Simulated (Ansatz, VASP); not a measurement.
# Zn: VASP beside Ansatz

```
Zn
1.0
     2.66480    0.00000    0.00000
    -1.33240    2.30778    0.00000
     0.00000    0.00000    4.94670
Zn
2
Direct
  0.33333 0.66667 0.25000
  0.66667 0.33333 0.75000
```

Alike in both runs: task electric field gradients; functional PBE; k mesh 18 × 18 × 8; occupations fermi-dirac, width 0.03 eV; no spin polarisation.

```csv
,VASP,Ansatz
version,VASP 6.6.1,Ansatz 0.2.0
potentials or method,"VASP PAW PBE potentials, release 64 (Zn), cutoff 520 eV","all-electron PAW with datasets made for the crystal, scalar-relativistic"
```

|  | VASP | Ansatz | Ansatz less VASP |
| --- | --- | --- | --- |
| pressure (GPa) | 0.0 | -0.3 | -0.31 |
| traceless stress, the component that is largest in VASP (GPa) | 0.68 | 0.79 | +0.107 |
| size of Vzz on the site where it differs most (V/Å²) | 35.2 | 35.1 | -0.10 |

Ansatz ran all-electron here, and VASP with PAW potentials.
